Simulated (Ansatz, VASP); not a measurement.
# SrHf in VASP and in Ansatz

```xyz
2
Lattice="3.7692 0.0000 0.0000 0.0000 3.7692 0.0000 0.0000 0.0000 3.7692" Properties=species:S:1:pos:R:3 pbc="T T T"
Sr    0.0000    0.0000    0.0000
Hf    1.8846    1.8846    1.8846
```

Alike in both runs: task relaxation of cell and atoms; functional PBE; k mesh 4 × 4 × 4; occupations gaussian, width 0.1 eV; no spin polarisation.

|  | VASP | Ansatz |
| --- | --- | --- |
| version | VASP 6.6.1 | Ansatz 0.2.0 |
| potentials or method | VASP PAW PBE potentials, release 64 (Sr_sv, Hf_pv), cutoff 600 eV | scalar-relativistic, plane waves, PAW |
| valence electrons in the cell | 20 | 36 |

Ansatz gave:

| Property | Result |
| --- | --- |
| gap on the k mesh at the Fermi level, each at its own relaxed structure (eV) | none |
| relaxed volume (Å³/atom) | 31.72 |
| relaxed length of the cell vector where the two differ most in proportion (Å) | 3.988 |

What did VASP give for the same quantities?

gap on the k mesh at the Fermi level, each at its own relaxed structure (eV): none; relaxed volume (Å³/atom): 31.84; relaxed length of the cell vector where the two differ most in proportion (Å): 3.993.

A gap of «none» marks a metal or a gap that the smearing closes. VASP's potentials hold 20 valence electrons a cell and Ansatz's 36, so a difference there can come from the potentials and not from the codes.

The k mesh is coarse, so the values compare programs but aren't converged. Spin-orbit coupling is off throughout. Noted on VASP's run: the volume moved by over 15 % at a fixed basis, so the end points are rough.
